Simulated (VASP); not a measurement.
# BaTiO3 (R3m) in VASP: a series of runs

Runs on BaTiO3. Level: PBEsol. Tasks: single point.

Program: VASP 6.6.1. These are calculated values, not measurements. Logs are shortened: lines on timing, memory, paths and dates and some standing lists are left out, and cuts for length are marked.

## 1. The cell of the first run

The structure is trigonal, space group R3m (No. 160). The conventional cell has a = 5.685 Å, b = 5.685 Å, c = 7.006 Å, α = 90.00°, β = 90.00°, γ = 120.00°. Ba (site symmetry 3m) has 12 O at 2.77 to 2.94 Å and 8 Ti at 3.41 to 3.59 Å within 3.6 Å. Ti (site symmetry 3m) has 6 O at 1.87 to 2.17 Å within 2.5 Å. O (site symmetry m) has 2 Ti at 1.87 to 2.17 Å within 2.5 Å.

## 2. Single point, PBEsol (13.07 Å³/atom)

INCAR

```
SYSTEM = BaTiO3
PREC = Accurate
ENCUT = 520
EDIFF = 1E-6
ISMEAR = 0
SIGMA = 0.02
LREAL = .FALSE.
LASPH = .TRUE.
NELM = 80
ALGO = Normal
ISIF = 2
LWAVE = .FALSE.
LCHARG = .FALSE.
GGA = PS
NBANDS = 28
```

KPOINTS

```
regular mesh
0
G
  9 9 9
  0 0 0
```

POSCAR

```
BaTiO3
1.0
    2.8426117272      1.6411826459      2.3353780120
   -2.8426117272      1.6411826459      2.3353780120
    0.0000000000     -3.2823652918      2.3353780120
Ba Ti O
1 1 3
Direct
   -0.0045630098     -0.0045630098     -0.0045630098
    0.4824555351      0.4824555351      0.4824555351
    0.5106905366      0.5106905366      0.0199264015
    0.0199264015      0.5106905366      0.5106905366
    0.5106905366      0.0199264015      0.5106905366
```

Potentials or basis: VASP PAW PBE potentials, release 64 (Ba_sv, Ti_sv, O).

Run with:

```console
$ cat potpaw_PBE.64/Ba_sv/POTCAR potpaw_PBE.64/Ti_sv/POTCAR potpaw_PBE.64/O/POTCAR > POTCAR
$ mpirun -np 1 vasp_std > vasp.out
```

OUTCAR:

```text
SYSTEM = BaTiO3
   PREC = Accurate
   ENCUT = 520
   EDIFF = 1E-6
   ISMEAR = 0
   LREAL = .FALSE.
   LASPH = .TRUE.
   NELM = 80
   ISIF = 2
   GGA = PS

 ion  position               nearest neighbor table
   1  0.995  0.995  0.995-   3 2.77   4 2.77   5 2.77   4 2.85   5 2.85   5 2.85   4 2.85   3 2.85
                             3 2.85   3 2.94   4 2.94   5 2.94   2 3.41   2 3.45   2 3.45   2 3.45
   2  0.482  0.482  0.482-   3 1.87   4 1.87   5 1.87   3 2.17   4 2.17   5 2.17   1 3.41   1 3.45
                             1 3.45   1 3.45   1 3.52   1 3.52   1 3.52   1 3.59
   3  0.511  0.511  0.020-   2 1.87   2 2.17   1 2.77   1 2.85   1 2.85   1 2.94
   4  0.020  0.511  0.511-   2 1.87   2 2.17   1 2.77   1 2.85   1 2.85   1 2.94
   5  0.511  0.020  0.511-   2 1.87   2 2.17   1 2.77   1 2.85   1 2.85   1 2.94

  LATTYP: Found a trigonal (rhomboedric) cell.
 ALAT       =     4.0283883090
 COS(alpha) =     0.0041305069

  Lattice vectors:

 A1 = (   2.8426117272,   1.6411826459,   2.3353780120)
 A2 = (  -2.8426117272,   1.6411826459,   2.3353780120)
 A3 = (   0.0000000000,  -3.2823652918,   2.3353780120)

Analysis of symmetry for initial positions (statically):
=====================================================================
 Subroutine PRICEL returns:
 Original cell was already a primitive cell.

 Routine SETGRP: Setting up the symmetry group for a
 trigonal (rhombohedral) supercell.

 Subroutine GETGRP returns: Found  6 space group operations
 (whereof  6 operations were pure point group operations)
 out of a pool of 12 trial point group operations.

The static configuration has the point symmetry C_3v.

Analysis of symmetry for dynamics (positions and initial velocities):
=====================================================================
 Subroutine PRICEL returns:
 Original cell was already a primitive cell.

 Routine SETGRP: Setting up the symmetry group for a
 trigonal (rhombohedral) supercell.

 Subroutine GETGRP returns: Found  6 space group operations
 (whereof  6 operations were pure point group operations)
 out of a pool of 12 trial point group operations.

The dynamic configuration has the point symmetry C_3v.

 Subroutine INISYM returns: Found  6 space group operations
 (whereof  6 operations are pure point group operations),
 and found     1 'primitive' translations

----------------------------------------------------------------------------------------

                                     Primitive cell

  volume of cell :      65.3707

  direct lattice vectors                    reciprocal lattice vectors
     2.842611727  1.641182646  2.335378012     0.175894581  0.101552784  0.142732068
    -2.842611727  1.641182646  2.335378012    -0.175894581  0.101552784  0.142732068
     0.000000000 -3.282365292  2.335378012     0.000000000 -0.203105568  0.142732068

  length of vectors
     4.028388309  4.028388309  4.028388309     0.248242452  0.248242452  0.248242452

  position of ions in fractional coordinates (direct lattice)
     0.995436990  0.995436990  0.995436990
     0.482455535  0.482455535  0.482455535
     0.510690537  0.510690537  0.019926402
     0.019926402  0.510690537  0.510690537
     0.510690537  0.019926402  0.510690537

  ion indices of the primitive-cell ions
   primitive index   ion index
                 1           1
                 2           2
                 3           3
                 4           4
                 5           5

----------------------------------------------------------------------------------------

 KPOINTS: regular mesh

Automatic generation of k-mesh.
 Grid dimensions read from file:
 generate k-points for:    9    9    9

 Generating k-lattice:

  Cartesian coordinates                     Fractional coordinates (reciprocal lattice)
     0.019543842  0.011283643  0.015859119     0.111111111  0.000000000  0.000000000
    -0.019543842  0.011283643  0.015859119     0.000000000  0.111111111  0.000000000
     0.000000000 -0.022567285  0.015859119     0.000000000  0.000000000  0.111111111

  Length of vectors
     0.027582495  0.027582495  0.027582495

  Shift w.r.t. Gamma in fractional coordinates (k-lattice)
     0.000000000  0.000000000  0.000000000

 Subroutine IBZKPT returns following result:
 ===========================================

 Found     85 irreducible k-points:

 Following reciprocal coordinates:
            Coordinates               Weight
  0.000000  0.000000  0.000000      1.000000
  0.111111  0.000000 -0.000000      6.000000
  0.222222  0.000000  0.000000      6.000000
  0.333333  0.000000  0.000000      6.000000
  0.444444  0.000000  0.000000      6.000000
  0.111111  0.111111 -0.000000      6.000000
[... 16 lines left out ...]
 -0.333333  0.333333  0.000000      6.000000
  0.444444  0.444444  0.000000      6.000000
 [... further k-points ...]
   k-points           NKPTS =     85   k-points in BZ     NKDIM =     85   number of bands    NBANDS=     28
   number of dos      NEDOS =    301   number of ions     NIONS =      5
   total plane-waves  NPLWV =  27000
   dimension x,y,z NGX =    30 NGY =   30 NGZ =   30
   dimension x,y,z NGXF=    60 NGYF=   60 NGZF=   60
   ions per type =               1   1   3
   NGX,Y,Z   is equivalent  to a cutoff of  12.38, 12.38, 12.38 a.u.
   NGXF,Y,Z  is equivalent  to a cutoff of  24.76, 24.76, 24.76 a.u.
 SYSTEM =  BaTiO3
   PREC   = accura    normal or accurate (medium, high low for compatibility)
   ISTART =      0    job   : 0-new  1-cont  2-samecut
   ICHARG =      2    charge: 1-file 2-atom 10-const
   ISPIN  =      1    spin polarized calculation?
   LNONCOLLINEAR =      F non collinear calculations
   LSORBIT =      F    spin-orbit coupling
   LASPH  =      T    aspherical Exc in radial PAW
   ENCUT  =  520.0 eV  38.22 Ry    6.18 a.u.   7.49  7.49  7.49*2*pi/ulx,y,z
   NELM   =     80;   NELMIN=  2; NELMDL= -5     # of ELM steps
   EDIFF  = 0.1E-05   stopping-criterion for ELM
   LREAL  =      F    real-space projection
   EDIFFG = 0.1E-04   stopping-criterion for IOM
   NSW    =      0    number of steps for IOM
   IBRION =     -1    ionic relax: 0-MD 1-quasi-New 2-CG
   NFREE  =      0    steps in history (QN), initial steepest desc. (CG)
   ISIF   =      2    stress and relaxation
   ISYM   =      2    0-nonsym 1-usesym 2-fastsym
   POTIM  = 0.5000    time-step for ionic-motion
   TEBEG  =    0.0;   TEEND  =   0.0 temperature during run
   PSTRESS=    0.0 pullay stress
   NELECT =      40.0000    total number of electrons
   NUPDOWN=      -1.0000    fix difference up-down
   EMIN   =  10.00;   EMAX   =-10.00  energy-range for DOS
   EFERMI =   0.00;   METHOD = LEGACY
   ISMEAR =     0;   SIGMA  =   0.02  broadening in eV -4-tet -1-fermi 0-gaus
   EFERMI_NEDOS =   21; number of points for ismear=-14 and -15
   IALGO  =     38    algorithm
   IMIX   =      4    mixing-type and parameters
     AMIX     =   0.40;   BMIX     =  1.00
     AMIX_MAG =   1.60;   BMIX_MAG =  1.00
  volume/ion in A,a.u.               =      13.07        88.23
  Fermi-wavevector in a.u.,A,eV,Ry     =   1.389848  2.626431 26.282054  1.931676
  Thomas-Fermi vector in A             =   2.513839
   LORBIT       =      0    0 simple, 1 ext, 2 COOP (PROOUT), +10 PAW based schemes
   GGA     = PS    functional components
   LHFCALC =     F    Hartree Fock is set to
   AEXX    =    0.0000 exact exchange contribution
   IVDW    =     0    specifies the selected vdW correction
   LEPSILON=     F    determine dielectric tensor
   LRPA    =     F    only Hartree local field effects (RPA)
 non-spin polarized calculation
 Gauss-broadening in eV      SIGMA  =   0.02
  energy-cutoff  :      520.00
  volume of cell :       65.37
 maximum number of plane-waves:      1782
 NGX is ok and might be reduce to    30
   NGX = 15   NGY = 15   NGZ = 15

 number of electron      40.0000008 magnetization

 Free energy of the ion-electron system (eV)
  ---------------------------------------------------
  ext. energy  EPLUGINS =         0.00000000
  ---------------------------------------------------
  free energy    TOTEN  =       -42.00248084 eV

  energy without entropy =      -42.00248084  energy(sigma->0) =      -42.00248084

 E-fermi :   3.6635     XC(G=0): -11.3930

 val. band max:        3.4354387229   @ k =   0.4444   0.4444   0.4444
 cond. band min:       5.9340649539   @ k =   0.0000   0.0000   0.0000
 fundamental gap:      2.4986262310
 Fermi energy:         3.6634624197

 k-point     1 :       0.0000    0.0000    0.0000
  band No.  band energies     occupation
      1     -52.5445      2.00000
      2     -28.9161      2.00000
      3     -28.9161      2.00000
      4     -28.9102      2.00000
      5     -21.3118      2.00000
      6     -13.2221      2.00000
[... 20 lines left out ...]
     27       8.4167      0.00000
     28      10.4350      0.00000

 k-point     2 :       0.1111    0.0000   -0.0000
  band No.  band energies     occupation
      1     -52.5444      2.00000
      2     -28.9210      2.00000
      3     -28.9159      2.00000
      4     -28.9110      2.00000
      5     -21.2991      2.00000
      6     -13.2264      2.00000
[... 20 lines left out ...]
     27       8.6536      0.00000
     28      10.7350      0.00000

 k-point     3 :       0.2222    0.0000    0.0000
  band No.  band energies     occupation
      1     -52.5441      2.00000
      2     -28.9353      2.00000
      3     -28.9153      2.00000
      4     -28.9109      2.00000
      5     -21.2668      2.00000
      6     -13.2673      2.00000
[... 20 lines left out ...]
     27       9.2939      0.00000
     28      11.5557      0.00000

 k-point     4 :       0.3333    0.0000    0.0000
  band No.  band energies     occupation
      1     -52.5438      2.00000
      2     -28.9520      2.00000
      3     -28.9147      2.00000
      4     -28.9104      2.00000
      5     -21.2295      2.00000
      6     -13.3515      2.00000
[... 578 lines left out ...]
     27      11.5684      0.00000
     28      12.6808      0.00000

 k-point    23 :      -0.3333    0.3333    0.0000
  band No.  band energies     occupation
      1     -52.5430      2.00000
      2     -28.9521      2.00000
      3     -28.9470      2.00000
      4     -28.9109      2.00000
      5     -21.1686      2.00000
      6     -13.0892      2.00000
[... 20 lines left out ...]
     27      11.6626      0.00000
     28      12.0757      0.00000

 k-point    24 :       0.4444    0.4444    0.0000
  band No.  band energies     occupation
      1     -52.5426      2.00000
      2     -28.9614      2.00000
      3     -28.9575      2.00000
      4     -28.9102      2.00000
      5     -21.1347      2.00000
      6     -12.8988      2.00000
[... 20 lines left out ...]
     27      11.4759      0.00000
     28      13.0743      0.00000

 [... further k-points ...]
[... 5 lines left out ...]
  --------------------------------------------------------------------------------------
  -------------------------------------------------------------------------------------
  Total       -0.5954866     -0.5954866     -0.6249990      0.0000000     -0.0000000      0.0000000
  in kB      -14.5948521    -14.5948521    -15.3181750      0.0000000     -0.0000000      0.0000000
  external PRESSURE =     -14.8359598 kB  Pullay stress =       0.0000000 kB

 VOLUME and BASIS-vectors are now :
 -----------------------------------------------------------------------------
  energy-cutoff  :      520.00
  volume of cell :       65.37
      direct lattice vectors                 reciprocal lattice vectors
     2.842611727  1.641182646  2.335378012     0.175894581  0.101552784  0.142732068
    -2.842611727  1.641182646  2.335378012    -0.175894581  0.101552784  0.142732068
     0.000000000 -3.282365292  2.335378012     0.000000000 -0.203105568  0.142732068

 POSITION                                       TOTAL-FORCE (eV/Angst)
 -----------------------------------------------------------------------------------
      0.00000      0.00000      6.97416         0.000000      0.000000      0.044635
      0.00000      0.00000      3.38015         0.000000      0.000000      0.076203
      0.00000      1.61087      2.43185         0.000000      0.026440     -0.040279
     -1.39505     -0.80543      2.43185        -0.022897     -0.013220     -0.040279
      1.39505     -0.80543      2.43185         0.022897     -0.013220     -0.040279
 -----------------------------------------------------------------------------------
    total drift:                               -0.000000      0.000003     -0.000354

  FREE ENERGIE OF THE ION-ELECTRON SYSTEM (eV)
  ---------------------------------------------------
  free  energy   TOTEN  =       -42.0024808444 eV

  energy  without entropy=      -42.0024808444  energy(sigma->0) =      -42.00248084
```

Wall time 2.1 min (1 thread of Intel Xeon Platinum 8259CL at 2.50GHz (Skylake/Cascade Lake), shared host); peak memory 0.28 GiB.

Results:

```yaml
Free_energy: -42.0025 eV
Pressure: -1.5 GPa
Largest_force: 0.076 eV/Å
Band_gap_on_the_k_mesh: 2.50 eV (least direct gap 2.94 eV)
```

Forces in eV/Å, atoms in the order of the input:
```
Ba   0.000  0.000  0.045
Ti   0.000  0.000  0.076
O    0.000  0.026 -0.040
O   -0.023 -0.013 -0.040
O    0.023 -0.013 -0.040
```

Levels at points of the mesh, in eV from the valence-band top:
```tsv
k point	band 17	band 18	band 19	band 20	band 21	band 22	band 23	band 24
(0.00, 0.00, 0.00)	-1.01	-0.60	-0.44	-0.44	2.50	2.50	2.67	4.58
```

Caveat: the PAW data sets were made with another functional, which shifts forces and pressure a little; spin-orbit coupling is left out, which moves the levels of the heavy elements; an odd mesh through Γ misses points on the zone boundary, where band edges can lie.

(Continued in part 2 of 2.)
